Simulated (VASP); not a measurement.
Write the native input for VASP 6.6.1 that does the following.

| Quantity | Value |
| --- | --- |
| Task | single point |
| Functional | PBE |
| Potentials or basis | VASP PAW PBE potentials, release 64 (Na_pv, I) |
| Cutoff | 520 eV |
| k mesh | 4 × 4 × 4 |
| Occupations | gaussian, width 0.01 eV |
| Spin | no spin polarisation |
| Dipole correction | no |
| Further INCAR settings | ALGO = Normal; EDIFF = 1e-06; NBANDS = 14 |

The structure of NaI lies in POSCAR:

```
NaI
1.0
    0.0000000000      3.2296282834      3.2296282834
    3.2296282834      0.0000000000      3.2296282834
    3.2296282834      3.2296282834      0.0000000000
Na I
1 1
Direct
    0.0000000000      0.0000000000      0.0000000000
    0.5000000000      0.5000000000      0.5000000000
```

These files were run (other wordings do the same):

INCAR

```
ALGO     = Normal         # electronic algorithm
EDIFF    = 1E-6           # SCF threshold, eV
ENCUT    = 520            # plane-wave cutoff, eV
GGA      = PE             # functional
ISIF     = 2              # what is computed and relaxed
ISMEAR   = 0              # smearing method
LASPH    = T              # aspherical terms in the spheres
LCHARG   = F              # write CHGCAR
LREAL    = F              # projectors in reciprocal space
LWAVE    = F              # write WAVECAR
NBANDS   = 14             # bands
NELM     = 60             # most SCF steps
PREC     = Accurate       # precision mode
SIGMA    = 0.01           # smearing width, eV
```

KPOINTS

```
k-points
0
Gamma
  4 4 4
```

Potentials or basis: VASP PAW PBE potentials, release 64 (Na_pv, I).

Run with:

```bash
$ cat potpaw_PBE.64/Na_pv/POTCAR potpaw_PBE.64/I/POTCAR > POTCAR
$ mpirun -np 1 vasp_std > vasp.out
```

It gave:

| Item | Value |
| --- | --- |
| Pressure | 0.6 GPa |
| Band gap on the k mesh | 3.66 eV, direct |

Caveat: the k points lie up to 0.42 Å⁻¹ apart; spin-orbit coupling is left out, which moves the levels of the heavy elements.

Wall time 16 s on 1 thread of Intel Xeon 8259CL, with other jobs on the host, peak memory 0.2 GiB.
